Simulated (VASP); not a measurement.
A run of VASP 6.6.1 is set up as follows.

Contents of INCAR:

```
SYSTEM = WS2
PREC = Accurate
ENCUT = 520
EDIFF = 1E-6
ISMEAR = 0
SIGMA = 0.05
LREAL = .False.
LASPH = .True.
NELM = 60
ALGO = Normal
ISIF = 2
LWAVE = .False.
LCHARG = .False.
GGA = PE
IVDW = 12
NBANDS = 35
```

File KPOINTS:

```
Automatic mesh
0
Gamma
  12 12 4
  0 0 0
```

File POSCAR:

```
WS2
1.0
    3.1540686901      0.0000000000      0.0000000000
   -1.5770343451      2.7315036109      0.0000000000
    0.0000000000      0.0000000000     12.1427509846
W S
2 4
Direct
    0.3333333333      0.6666666667      0.7499331087
    0.6666666667      0.3333333333      0.2500668913
    0.3333333333      0.6666666667      0.1203774713
    0.6666666667      0.3333333333      0.6202447091
    0.3333333333      0.6666666667      0.3797552909
    0.6666666667      0.3333333333      0.8796225287
```

Potentials or basis: VASP PAW PBE potentials, release 64 (W_sv, S).

The run is started by

```console
$ cat potpaw_PBE.64/W_sv/POTCAR potpaw_PBE.64/S/POTCAR > POTCAR
$ mpirun -np 1 vasp_std > vasp.out
```

Task: Estimate the dispersion energy per atom.

Result: -0.435 eV.

Task: Predict the pressure.

Result: 0.0 GPa.

Task: What does it give for the band gap on the k mesh?

Result: 0.91 eV (least direct gap 1.83 eV).

Forces in eV/Å, atoms in the order of the input:
```
W    0.000  0.000  0.001
W    0.000  0.000 -0.001
S    0.000  0.000 -0.002
S    0.000  0.000 -0.001
S    0.000  0.000  0.001
S    0.000  0.000  0.002
```

Caveat: spin-orbit coupling is left out, which moves the levels of the heavy elements. A k mesh can miss the band edges.
